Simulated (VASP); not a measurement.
Input of a VASP 6.6.1 run:

The input INCAR:

```
SYSTEM = Tl
PREC = Accurate ; ENCUT = 500
EDIFF = 1E-6 ; ISMEAR = 0
SIGMA = 0.1 ; LREAL = .FALSE.
LASPH = .TRUE. ; NELM = 120
ALGO = Normal ; ISIF = 2
LWAVE = .FALSE. ; LCHARG = .TRUE.
GGA = PS ; LELF = .TRUE.
LVHAR = .TRUE. ; NBANDS = 12
GGA_COMPAT = .FALSE.
```

KPOINTS

```
Automatic mesh
0
G
  8 8 8
  0 0 0
```

The input POSCAR:

```
Tl
1.0
   -1.6316952860      1.6316952860      2.4823863437
    1.6316952860     -1.6316952860      2.4823863437
    1.6316952860      1.6316952860     -2.4823863437
Tl
1
Direct
    0.0000000000      0.0000000000      0.0000000000
```

Potentials or basis: VASP PAW PBE potentials, release 64 (Tl_d).

The run is started by

```sh
$ cat potpaw_PBE.64/Tl_d/POTCAR > POTCAR
$ mpirun -np 1 vasp_std > vasp.out
```

Task: Predict the pressure.

Result: 3.2 GPa.

Stress tensor (GPa, compression positive):
```
2.82 0.00 0.00
0.00 2.82 0.00
0.00 0.00 3.82
```

Caveat: the cell differs from its parent crystal (In replaced by Tl, lengths x 1.013, strained); the PAW data sets were made with another functional, which shifts forces and pressure a little.
